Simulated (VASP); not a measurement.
## Ge: relaxation of cell and atoms with PBEsol

The system is Ge.

```
Ge
1.0
    -1.24091    1.24091    1.24091
     1.24091   -1.24091    1.24091
     1.24091    1.24091   -1.24091
Ge
1
Direct
  0.00000 0.00000 0.00000
```

```json
{"Program": "VASP 6.6.1", "Task": "relaxation of cell and atoms", "Functional": "PBEsol", "Potentials or basis": "VASP PAW PBE potentials, release 64 (Ge_d)", "Cutoff": "600 eV", "k mesh": "21 × 21 × 21", "Occupations": "fermi-dirac, width 0.1 eV", "Spin": "no spin polarisation", "Target pressure": "470 GPa", "Dipole correction": "no", "Further INCAR settings": "ALGO = Normal; EDIFF = 1e-06; IBRION = 2; EDIFFG = -0.005; NSW = 60; ISIF = 3"}
```

The relaxed volume is 7.67 Å³/atom and the relaxed cell is a = 2.152 Å, b = 2.152 Å, c = 2.152 Å, α = 109.47°, β = 109.47°, γ = 109.47°. The space group after relaxing (to 0.05 Å) is Im-3m (No. 229) and the energy change on relaxing (the enthalpy is what falls) is -75.3 meV/atom. The ionic steps are 7. The pressure after relaxing is 470.0 GPa and the band gap on the k mesh is zero (band 7 reaches 42.88 eV, above the bottom of band 8 at 16.30 eV).

Step by step:
```
step  energy change (eV)  largest force (eV/Å)  pressure (GPa)  volume (Å³)
   1              0.0000                0.0000          474.60         7.64
   2             -0.6891                0.0000          426.62         7.89
   3             -0.0683                0.0000          470.22         7.67
   4             -0.0715                0.0000          469.68         7.67
   5             -0.0696                0.0000          470.23         7.67
   6             -0.0711                0.0000          470.39         7.67
   7             -0.0753                0.0000          469.97         7.67
```

Final structure:
```
Ge
1.0
    -1.24229    1.24229    1.24229
     1.24229   -1.24229    1.24229
     1.24229    1.24229   -1.24229
Ge
1
Cartesian
  0.0000 0.0000 0.0000
```

Levels at points of the mesh, in eV from the Fermi level:
| k point | band 5 | band 6 | band 7 | band 8 | band 9 | band 10 |
| --- | --- | --- | --- | --- | --- | --- |
| (0.00, 0.00, 0.00) | -26.22 | -24.88 | 21.13 | 21.13 | 21.13 | 23.85 |

Run time: 62 s on 1 thread of Intel Xeon 6975P-C, with other jobs on the host, peak memory 0.15 GiB.

Caveat: the cell is relaxed towards a set pressure, so the enthalpy falls and the energy may rise; the PAW data sets were made with another functional, which shifts forces and pressure a little.
